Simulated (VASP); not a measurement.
Te, 3 atoms in the cell. It takes space group P3_121 (No. 152, trigonal). The conventional cell has a = 4.297 Å, b = 4.297 Å, c = 5.904 Å, α = 90.00°, β = 90.00°, γ = 120.00°. Within 3.8 Å of Te (site symmetry 2) lie 6 Te at 2.90 to 3.32 Å. 

```yaml
Program: VASP 6.6.1
Task: single point
Functional: LDA
Potentials_or_basis: VASP PAW LDA potentials, release 64 (Te)
Cutoff: 520 eV
k_mesh: 4 × 4 × 3
Occupations: fermi-dirac, width 0.05 eV
Spin: no spin polarisation
Dipole_correction: no
Further_INCAR_settings: ALGO = Normal; EDIFF = 1e-06; NBANDS = 16
```

Potentials or basis: VASP PAW LDA potentials, release 64 (Te).

Command:

```sh
$ cat potpaw_LDA.64/Te/POTCAR > POTCAR
$ mpirun -np 1 vasp_std > vasp.out
```

Hardware: 1 thread of Intel(R) Xeon(R) 6975P-C (Granite Rapids) (shared host).

How long does it take, and how much memory?

It took 6.5 s on 1 thread of Intel(R) Xeon(R) 6975P-C (Granite Rapids), with other jobs on the host, peak memory 0.17 GiB. Counts: scf iterations 12, k points 9.
